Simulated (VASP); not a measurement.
# NaI (zincblende type) (F-43m) in VASP: further runs

Runs on NaI (zincblende type). Level: PBE. Tasks: electric field gradients.

All numbers are computed with VASP 6.6.1; they aren't measurements. Logs are shortened: lines on timing, memory, paths and dates and some standing lists are left out, and cuts for length are marked.

## Step 1: The cell of the first run

It takes space group F-43m (No. 216, cubic). The conventional cell has a = 7.115 Å, b = 7.115 Å, c = 7.115 Å, α = 90.00°, β = 90.00°, γ = 90.00°. Na (site symmetry -43m) has 4 I at 3.08 Å within 4.1 Å. Within 4.1 Å of I (site symmetry -43m) lie 4 Na at 3.08 Å.

## Step 2: Electric field gradients, PBE (45.02 Å³/atom)

Contents of INCAR:

```
  PREC = Accurate
  ENCUT = 520
  EDIFF = 1E-8
  ISMEAR = -1
  SIGMA = 0.05
  LREAL = False
  LASPH = True
  NELM = 80
  ALGO = Normal
  ISIF = 2
  LWAVE = False
  LCHARG = False
  GGA = PE
  LEFG = True
  NBANDS = 14
```

Contents of KPOINTS:

```
regular mesh
0
Gamma
  10 10 10
```

Contents of POSCAR:

```
NaI
1.0
    0.0000000000      3.5573417859      3.5573417859
    3.5573417859      0.0000000000      3.5573417859
    3.5573417859      3.5573417859      0.0000000000
Na I
1 1
Direct
    0.0000000000      0.0000000000      0.0000000000
    0.2500000000      0.2500000000      0.2500000000
```

Potentials or basis: VASP PAW PBE potentials, release 64 (Na_pv, I).

Command:

```bash
$ cat potpaw_PBE.64/Na_pv/POTCAR potpaw_PBE.64/I/POTCAR > POTCAR
$ mpirun -np 1 vasp_std > vasp.out
```

OUTCAR:

```text
PREC = Accurate
   ENCUT = 520
   EDIFF = 1E-8
   ISMEAR = -1
   LREAL = False
   LASPH = True
   NELM = 80
   ISIF = 2
   GGA = PE

 ion  position               nearest neighbor table
   1  0.000  0.000  0.000-   2 3.08   2 3.08   2 3.08   2 3.08
   2  0.250  0.250  0.250-   1 3.08   1 3.08   1 3.08   1 3.08

  LATTYP: Found a face centered cubic cell.
 ALAT       =     7.1146835718

  Lattice vectors:

 A1 = (   0.0000000000,   3.5573417859,   3.5573417859)
 A2 = (   3.5573417859,   0.0000000000,   3.5573417859)
 A3 = (   3.5573417859,   3.5573417859,   0.0000000000)

Analysis of symmetry for initial positions (statically):
=====================================================================
 Subroutine PRICEL returns:
 Original cell was already a primitive cell.

 Routine SETGRP: Setting up the symmetry group for a
 face centered cubic supercell.

 Subroutine GETGRP returns: Found 24 space group operations
 (whereof 24 operations were pure point group operations)
 out of a pool of 48 trial point group operations.

The static configuration has the point symmetry T_d .

Analysis of symmetry for dynamics (positions and initial velocities):
=====================================================================
 Subroutine PRICEL returns:
 Original cell was already a primitive cell.

 Routine SETGRP: Setting up the symmetry group for a
 face centered cubic supercell.

 Subroutine GETGRP returns: Found 24 space group operations
 (whereof 24 operations were pure point group operations)
 out of a pool of 48 trial point group operations.

The dynamic configuration has the point symmetry T_d .

 Subroutine INISYM returns: Found 24 space group operations
 (whereof 24 operations are pure point group operations),
 and found     1 'primitive' translations

----------------------------------------------------------------------------------------

                                     Primitive cell

  volume of cell :      90.0340

  direct lattice vectors                    reciprocal lattice vectors
     0.000000000  3.557341786  3.557341786    -0.140554389  0.140554389  0.140554389
     3.557341786  0.000000000  3.557341786     0.140554389 -0.140554389  0.140554389
     3.557341786  3.557341786  0.000000000     0.140554389  0.140554389 -0.140554389

  length of vectors
     5.030841000  5.030841000  5.030841000     0.243447342  0.243447342  0.243447342

  position of ions in fractional coordinates (direct lattice)
     0.000000000  0.000000000  0.000000000
     0.250000000  0.250000000  0.250000000

  ion indices of the primitive-cell ions
   primitive index   ion index
                 1           1
                 2           2

----------------------------------------------------------------------------------------

 KPOINTS: regular mesh

Automatic generation of k-mesh.
 Grid dimensions read from file:
 generate k-points for:   10   10   10

 Generating k-lattice:

  Cartesian coordinates                     Fractional coordinates (reciprocal lattice)
    -0.014055439  0.014055439  0.014055439     0.100000000  0.000000000  0.000000000
     0.014055439 -0.014055439  0.014055439     0.000000000  0.100000000  0.000000000
     0.014055439  0.014055439 -0.014055439     0.000000000  0.000000000  0.100000000

  Length of vectors
     0.024344734  0.024344734  0.024344734

  Shift w.r.t. Gamma in fractional coordinates (k-lattice)
     0.000000000  0.000000000  0.000000000

 Subroutine IBZKPT returns following result:
 ===========================================

 Found     47 irreducible k-points:

 Following reciprocal coordinates:
            Coordinates               Weight
  0.000000  0.000000  0.000000      1.000000
  0.100000  0.000000  0.000000      8.000000
  0.200000  0.000000  0.000000      8.000000
  0.300000  0.000000  0.000000      8.000000
  0.400000  0.000000  0.000000      8.000000
  0.500000  0.000000  0.000000      4.000000
[... 16 lines left out ...]
  0.300000  0.300000  0.000000      6.000000
  0.400000  0.300000  0.000000     24.000000
 [... further k-points ...]
   k-points           NKPTS =     47   k-points in BZ     NKDIM =     47   number of bands    NBANDS=     14
   number of dos      NEDOS =    301   number of ions     NIONS =      2
   total plane-waves  NPLWV =  64000
   dimension x,y,z NGX =    40 NGY =   40 NGZ =   40
   dimension x,y,z NGXF=    80 NGYF=   80 NGZF=   80
   ions per type =               1   1
   NGX,Y,Z   is equivalent  to a cutoff of  13.22, 13.22, 13.22 a.u.
   NGXF,Y,Z  is equivalent  to a cutoff of  26.44, 26.44, 26.44 a.u.
 SYSTEM =  unknown system
   PREC   = accura    normal or accurate (medium, high low for compatibility)
   ISTART =      0    job   : 0-new  1-cont  2-samecut
   ICHARG =      2    charge: 1-file 2-atom 10-const
   ISPIN  =      1    spin polarized calculation?
   LNONCOLLINEAR =      F non collinear calculations
   LSORBIT =      F    spin-orbit coupling
   LASPH  =      T    aspherical Exc in radial PAW
   ENCUT  =  520.0 eV  38.22 Ry    6.18 a.u.   9.35  9.35  9.35*2*pi/ulx,y,z
   NELM   =     80;   NELMIN=  2; NELMDL= -5     # of ELM steps
   EDIFF  = 0.1E-07   stopping-criterion for ELM
   LREAL  =      F    real-space projection
   EDIFFG = 0.1E-06   stopping-criterion for IOM
   NSW    =      0    number of steps for IOM
   IBRION =     -1    ionic relax: 0-MD 1-quasi-New 2-CG
   NFREE  =      0    steps in history (QN), initial steepest desc. (CG)
   ISIF   =      2    stress and relaxation
   ISYM   =      2    0-nonsym 1-usesym 2-fastsym
   POTIM  = 0.5000    time-step for ionic-motion
   TEBEG  =    0.0;   TEEND  =   0.0 temperature during run
   PSTRESS=    0.0 pullay stress
   NELECT =      14.0000    total number of electrons
   NUPDOWN=      -1.0000    fix difference up-down
   EMIN   =  10.00;   EMAX   =-10.00  energy-range for DOS
   EFERMI =   0.00;   METHOD = LEGACY
   ISMEAR =    -1;   SIGMA  =   0.05  broadening in eV -4-tet -1-fermi 0-gaus
   EFERMI_NEDOS =   21; number of points for ismear=-14 and -15
   IALGO  =     38    algorithm
   IMIX   =      4    mixing-type and parameters
     AMIX     =   0.40;   BMIX     =  1.00
     AMIX_MAG =   1.60;   BMIX_MAG =  1.00
  volume/ion in A,a.u.               =      45.02       303.79
  Fermi-wavevector in a.u.,A,eV,Ry     =   0.880336  1.663594 10.544405  0.774992
  Thomas-Fermi vector in A             =   2.000683
   LORBIT       =      0    0 simple, 1 ext, 2 COOP (PROOUT), +10 PAW based schemes
   GGA     = PE    functional components
   LHFCALC =     F    Hartree Fock is set to
   AEXX    =    0.0000 exact exchange contribution
   IVDW    =     0    specifies the selected vdW correction
   LEPSILON=     F    determine dielectric tensor
   LRPA    =     F    only Hartree local field effects (RPA)
 non-spin polarized calculation
  energy-cutoff  :      520.00
  volume of cell :       90.03
 maximum number of plane-waves:      2452
 NGX is ok and might be reduce to    40
   NGX = 19   NGY = 19   NGZ = 19

 number of electron      13.9999999 magnetization

 Free energy of the ion-electron system (eV)
  ---------------------------------------------------
  ext. energy  EPLUGINS =         0.00000000
  ---------------------------------------------------
  free energy    TOTEN  =        -5.29233006 eV

  energy without entropy =       -5.29233006  energy(sigma->0) =       -5.29233006

 E-fermi :   0.0049     XC(G=0):  -6.4187

 val. band max:       -1.1661854631   @ k =   0.0000   0.0000   0.0000
 cond. band min:       2.6359119098   @ k =   0.0000   0.0000   0.0000
 fundamental gap:      3.8020973729
 Fermi energy:         0.0048779188

 k-point     1 :       0.0000    0.0000    0.0000
  band No.  band energies     occupation
      1     -23.2770      2.00000
      2     -23.2770      2.00000
      3     -23.2770      2.00000
      4     -11.5836      2.00000
      5      -1.1662      2.00000
      6      -1.1662      2.00000
      7      -1.1662      2.00000
      8       2.6359      0.00000
      9       6.7128      0.00000
     10       6.7128      0.00000
     11       6.7128      0.00000
     12       8.4810      0.00000
     13       8.4810      0.00000
     14       9.7554      0.00000
[... 377 lines left out ...]
      1     -23.2790      2.00000
      2     -23.2776      2.00000
      3     -23.2775      2.00000
      4     -11.4518      2.00000
      5      -2.1142      2.00000
      6      -1.5166      2.00000
      7      -1.4692      2.00000
      8       4.3179      0.00000
      9       5.3315      0.00000
     10       6.5928      0.00000
     11       8.0114      0.00000
     12       8.4241      0.00000
     13       9.9003      0.00000
     14      10.9900      0.00000

 [... further k-points ...]

------------------------ aborting loop because EDIFF is reached ----------------------------------------

  FORCE on cell =-STRESS in cart. coord.  units (eV):
  Direction    XX          YY          ZZ          XY          YZ          ZX
  --------------------------------------------------------------------------------------
  -------------------------------------------------------------------------------------
  Total        0.1349770      0.1349770      0.1349770      0.0000000     -0.0000000      0.0000000
  in kB        2.4019482      2.4019482      2.4019482      0.0000000     -0.0000000      0.0000000
  external PRESSURE =       2.4019482 kB  Pullay stress =       0.0000000 kB

 VOLUME and BASIS-vectors are now :
 -----------------------------------------------------------------------------
  energy-cutoff  :      520.00
  volume of cell :       90.03
      direct lattice vectors                 reciprocal lattice vectors
     0.000000000  3.557341786  3.557341786    -0.140554389  0.140554389  0.140554389
     3.557341786  0.000000000  3.557341786     0.140554389 -0.140554389  0.140554389
     3.557341786  3.557341786  0.000000000     0.140554389  0.140554389 -0.140554389

 POSITION                                       TOTAL-FORCE (eV/Angst)
 -----------------------------------------------------------------------------------
      0.00000      0.00000      0.00000         0.000000      0.000000      0.000000
      1.77867      1.77867      1.77867        -0.000000     -0.000000     -0.000000
 -----------------------------------------------------------------------------------
    total drift:                                0.000001      0.000001      0.000001

  FREE ENERGIE OF THE ION-ELECTRON SYSTEM (eV)
  ---------------------------------------------------
  free  energy   TOTEN  =        -5.2923300565 eV

  energy  without entropy=       -5.2923300564  energy(sigma->0) =       -5.29233006

 Electric field gradients (V/A^2)
---------------------------------------------------------------------
 ion       V_xx      V_yy      V_zz      V_xy      V_xz      V_yz
---------------------------------------------------------------------
   1      -0.000     0.000    -0.000     0.003     0.003     0.003
   2       0.000     0.000     0.000    -0.000    -0.000    -0.000
---------------------------------------------------------------------

 Electric field gradients after diagonalization (V/A^2)
 (convention: |V_zz| > |V_xx| > |V_yy|)
----------------------------------------------------------------------
 ion       V_xx      V_yy      V_zz     asymmetry (V_yy - V_xx)/ V_zz
----------------------------------------------------------------------
   1      -0.003    -0.003     0.007       0.000
   2       0.000     0.000    -0.000       0.000
----------------------------------------------------------------------

           NMR quadrupolar parameters

 Cq : quadrupolar parameter    Cq=e*Q*V_zz/h
 eta: asymmetry parameters     (V_yy - V_xx)/ V_zz
 Q  : nuclear electric quadrupole moment in mb (millibarn)
----------------------------------------------------------------------
 ion       Cq(MHz)       eta       Q (mb)
----------------------------------------------------------------------
   1       0.000       0.000       1.000
   2      -0.000       0.000       1.000
----------------------------------------------------------------------
```

Run time: 1.9 min. Hardware: 1 thread of Intel Xeon 8259CL, shared host; peak memory 0.27 GiB.

What came out:

- Free energy: -5.2923 eV
- Pressure: 0.2 GPa
- Band gap on the k mesh: 3.80 eV
- Largest electric field gradient by atom: under 0.05 V/Å² on every atom

Caveat: spin-orbit coupling is left out, which moves the levels of the heavy elements. A k mesh can miss the band edges.

## Step 3: Electric field gradients, PBE

This run uses another cell than the first one, of 45.94 Å³/atom.

Contents of INCAR:

```
ALGO = Normal
EDIFF = 1E-8
ENCUT = 520
GGA = PE
ISIF = 2
ISMEAR = -1
LASPH = True
LCHARG = False
LEFG = True
LREAL = False
LWAVE = False
NBANDS = 14
NELM = 100
PREC = Accurate
SIGMA = 0.05
```

Contents of KPOINTS:

```
k-points
0
Gamma
  10 10 10
```

Contents of POSCAR:

```
NaI
1.0
    0.0000000000      3.5813786082      3.5813786082
    3.5813786082      0.0000000000      3.5813786082
    3.5813786082      3.5813786082      0.0000000000
Na I
1 1
Direct
    0.0000000000      0.0000000000      0.0000000000
    0.2500000000      0.2500000000      0.2500000000
```

Potentials or basis: VASP PAW PBE potentials, release 64 (Na_pv, I).

Command:

```bash
$ cat potpaw_PBE.64/Na_pv/POTCAR potpaw_PBE.64/I/POTCAR > POTCAR
$ mpirun -np 1 vasp_std > vasp.out
```

OUTCAR:

```text
EDIFF = 1E-8
   ENCUT = 520
   GGA = PE
   ISIF = 2
   ISMEAR = -1
   LASPH = True
   LREAL = False
   NELM = 100
   PREC = Accurate

 ion  position               nearest neighbor table
   1  0.000  0.000  0.000-   2 3.10   2 3.10   2 3.10   2 3.10
   2  0.250  0.250  0.250-   1 3.10   1 3.10   1 3.10   1 3.10

  LATTYP: Found a face centered cubic cell.
 ALAT       =     7.1627572164

  Lattice vectors:

 A1 = (   0.0000000000,   3.5813786082,   3.5813786082)
 A2 = (   3.5813786082,   0.0000000000,   3.5813786082)
[... 621 lines left out ...]
  free  energy   TOTEN  =        -5.2938279244 eV

  energy  without entropy=       -5.2938279243  energy(sigma->0) =       -5.29382792

 Electric field gradients (V/A^2)
---------------------------------------------------------------------
 ion       V_xx      V_yy      V_zz      V_xy      V_xz      V_yz
---------------------------------------------------------------------
   1      -0.000    -0.000     0.000     0.004     0.004     0.004
   2       0.000     0.000    -0.000    -0.000    -0.000    -0.000
---------------------------------------------------------------------

 Electric field gradients after diagonalization (V/A^2)
 (convention: |V_zz| > |V_xx| > |V_yy|)
----------------------------------------------------------------------
 ion       V_xx      V_yy      V_zz     asymmetry (V_yy - V_xx)/ V_zz
----------------------------------------------------------------------
   1      -0.004    -0.004     0.007       0.000
   2       0.000     0.000    -0.000       0.000
----------------------------------------------------------------------

           NMR quadrupolar parameters

 Cq : quadrupolar parameter    Cq=e*Q*V_zz/h
 eta: asymmetry parameters     (V_yy - V_xx)/ V_zz
 Q  : nuclear electric quadrupole moment in mb (millibarn)
----------------------------------------------------------------------
 ion       Cq(MHz)       eta       Q (mb)
----------------------------------------------------------------------
   1       0.000       0.000       1.000
   2      -0.000       0.000       1.000
----------------------------------------------------------------------
```

OSZICAR:

```text
N       E                     dE             d eps       ncg     rms          rms(c)
DAV:   1     0.813065861301E+02    0.81307E+02   -0.63377E+03  1316   0.826E+02
DAV:   2     0.210845824544E+01   -0.79198E+02   -0.74310E+02  1404   0.200E+02
DAV:   3    -0.519738433820E+01   -0.73058E+01   -0.72666E+01  1700   0.607E+01
DAV:   4    -0.539358169179E+01   -0.19620E+00   -0.19615E+00  1682   0.106E+01
DAV:   5    -0.539773521448E+01   -0.41535E-02   -0.41535E-02  1824   0.147E+00    0.164E+00
DAV:   6    -0.529251568548E+01    0.10522E+00   -0.13831E-01  1490   0.173E+00    0.112E+00
DAV:   7    -0.528366750429E+01    0.88482E-02   -0.10826E-01  1604   0.140E+00    0.702E-01
DAV:   8    -0.529357626597E+01   -0.99088E-02   -0.10770E-02  1496   0.676E-01    0.213E-01
DAV:   9    -0.529340503780E+01    0.17123E-03   -0.22772E-04  1640   0.133E-01    0.724E-02
DAV:  10    -0.529380587537E+01   -0.40084E-03   -0.48946E-04  1508   0.134E-01    0.211E-02
DAV:  11    -0.529382468115E+01   -0.18806E-04   -0.47325E-05  1748   0.552E-02    0.583E-03
DAV:  12    -0.529382733974E+01   -0.26586E-05   -0.44590E-06  1514   0.118E-02    0.338E-03
DAV:  13    -0.529382794646E+01   -0.60672E-06   -0.70020E-07  1664   0.469E-03    0.744E-04
DAV:  14    -0.529382791142E+01    0.35036E-07   -0.34895E-08  1660   0.139E-03    0.469E-04
DAV:  15    -0.529382792448E+01   -0.13061E-07   -0.47107E-09  1676   0.445E-04    0.278E-05
DAV:  16    -0.529382792440E+01    0.81855E-10   -0.35516E-10  1258   0.104E-04
   1 F= -.52938279E+01 E0= -.52938279E+01  d E =-.742581E-10
```

stdout:

```text
POSCAR found type information on POSCAR NaI
 POSCAR found :  2 types and       2 ions
 scaLAPACK will be used
 LDA part: xc-table for (Slater+PW92), standard interpolation
 POSCAR, INCAR and KPOINTS ok, starting setup
 FFT: planning ... GRIDC
 FFT: planning ... GRID_SOFT
 FFT: planning ... GRID
 WAVECAR not read
 entering main loop
ion   1

ion   2
```

Run time: 1.9 min. Hardware: 1 thread of Intel Xeon 8259CL, shared host; peak memory 0.26 GiB.

What came out:

* Free energy: -5.2938 eV
* Pressure: 0.0 GPa
* Band gap on the k mesh: 3.77 eV
* Largest electric field gradient by atom: under 0.05 V/Å² on every atom

Caveat: spin-orbit coupling is left out, which moves the levels of the heavy elements.
